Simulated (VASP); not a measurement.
The system is SrSi3.

```
Sr Si
1.0
     6.08647    0.00000    0.00000
    -3.04324    5.27104    0.00000
     0.00000    0.00000    4.88533
Sr Si
2 6
Direct
  0.33333 0.66667 0.25000
  0.66667 0.33333 0.75000
  0.83300 0.66600 0.25000
  0.16700 0.83300 0.75000
  0.33400 0.16700 0.25000
  0.16700 0.33400 0.75000
  0.83300 0.16700 0.25000
  0.66600 0.83300 0.75000
```

```yaml
Program: VASP 6.6.1
Task: relaxation of cell and atoms
Functional: PBE
Potentials_or_basis: VASP PAW PBE potentials, release 64 (Sr_sv, Si)
Cutoff: 600 eV
k_mesh: 3 × 3 × 4
Occupations: gaussian, width 0.1 eV
Spin: no spin polarisation
```

At the start: pressure 2.0 GPa; volume 19.59 Å³/atom.

Question: How do energy, volume and symmetry change on relaxing?

Answer: Over 16 steps the energy falls by 463.0 meV/atom and the volume is 21.37 Å³/atom (+9.1 %); space group P6_3/mmc (No. 194, to 0.05 Å).

Step by step:
```tsv
step	energy change (eV)	largest force (eV/Å)	pressure (GPa)	volume (Å³)
1	0.0000	1.6032	1.97	156.73
2	-0.7461	1.5684	-0.93	162.26
3	-2.2220	0.9440	-3.96	179.58
4	8.7365	16.0138	19.42	217.65
5	-2.3723	0.6881	-3.44	180.81
6	-2.4081	0.5724	-3.26	182.49
7	-2.6611	1.0220	2.95	171.24
8	-2.7429	0.4122	0.56	174.70
9	-3.0845	0.6491	-0.74	174.42
10	-2.9688	0.5828	2.07	170.06
11	-3.6205	0.1942	-1.17	173.43
12	-3.5965	0.3372	0.00	171.90
13	-3.6983	0.0647	-0.82	172.82
14	-3.6982	0.0925	-0.76	172.74
15	-3.6929	0.2073	1.01	168.48
16	-3.7038	0.0281	-0.05	170.94
```

Final structure:
```
Sr Si
1.0
     6.67792    0.00000    0.00000
    -3.33896    5.78325    0.00000
     0.00000    0.00000    4.42618
Sr Si
2 6
Direct
  0.33333 0.66667 0.25000
  0.66667 0.33333 0.75000
  0.87376 0.74752 0.25000
  0.12624 0.87376 0.75000
  0.25248 0.12624 0.25000
  0.12624 0.25248 0.75000
  0.87376 0.12624 0.25000
  0.74752 0.87376 0.75000
```

Caveat: the k points lie up to 0.36 Å⁻¹ apart in the final cell.
